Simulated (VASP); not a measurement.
Wanted: the native input for a VASP 6.6.1 run.

| Quantity | Value |
| --- | --- |
| Task | single point |
| Functional | r2SCAN |
| Potentials or basis | VASP PAW PBE potentials, release 64 (B, N) |
| Cutoff | 520 eV |
| k mesh | 12 × 12 × 12 |
| Occupations | gaussian, width 0.01 eV |
| Spin | no spin polarisation |
| Dipole correction | no |
| Further INCAR settings | ALGO = Normal; EDIFF = 1e-06; NBANDS = 11 |

BN:

```
CELL_PARAMETERS angstrom
0.00000 1.73710 1.73710
1.73710 0.00000 1.73710
1.73710 1.73710 0.00000
ATOMIC_POSITIONS crystal
B 0.00000 0.00000 0.00000
N 0.50000 0.50000 0.50000
```

This cell differs from its parent crystal: strain -0.5%.

The input as run:

POSCAR

```
BN
1.0
    0.0000000000      1.7370968217      1.7370968217
    1.7370968217      0.0000000000      1.7370968217
    1.7370968217      1.7370968217      0.0000000000
B N
1 1
Direct
    0.0000000000      0.0000000000      0.0000000000
    0.5000000000      0.5000000000      0.5000000000
```

INCAR.step1

```
ALGO = Normal ; EDIFF = 1E-4
ENCUT = 520 ; GGA = PE
ISMEAR = 0 ; LASPH = True
LCHARG = False ; LREAL = False
LWAVE = True ; NBANDS = 11
NELM = 100 ; PREC = Accurate
SIGMA = 0.01
```

INCAR.step2

```
ALGO = Normal ; EDIFF = 1E-6
ENCUT = 520 ; ISIF = 2
ISMEAR = 0 ; ISTART = 1
LASPH = True ; LCHARG = False
LMIXTAU = True ; LREAL = False
LWAVE = False ; METAGGA = R2SCAN
NBANDS = 11 ; NELM = 100
PREC = Accurate ; SIGMA = 0.01
```

KPOINTS

```
k-points
0
Gamma
  12 12 12
```

Potentials or basis: VASP PAW PBE potentials, release 64 (B, N).

The run is started by

```console
$ cat potpaw_PBE.64/B/POTCAR potpaw_PBE.64/N/POTCAR > POTCAR
$ cp INCAR.step1 INCAR
$ mpirun -np 1 vasp_std > vasp.out
$ cp INCAR.step2 INCAR
$ mpirun -np 1 vasp_std > vasp.out
```

Results of the run:

* Pressure: 6.7 GPa
* Band gap on the k mesh: 1.45 eV, indirect (least direct gap 6.57 eV)

Caveat: the cell differs from its parent crystal (strain -0.5%); the PAW data sets were made with another functional, which shifts forces and pressure a little.

It took 25 s on 1 thread of Intel Xeon 6975P-C, on a shared host, peak memory 0.12 GiB.
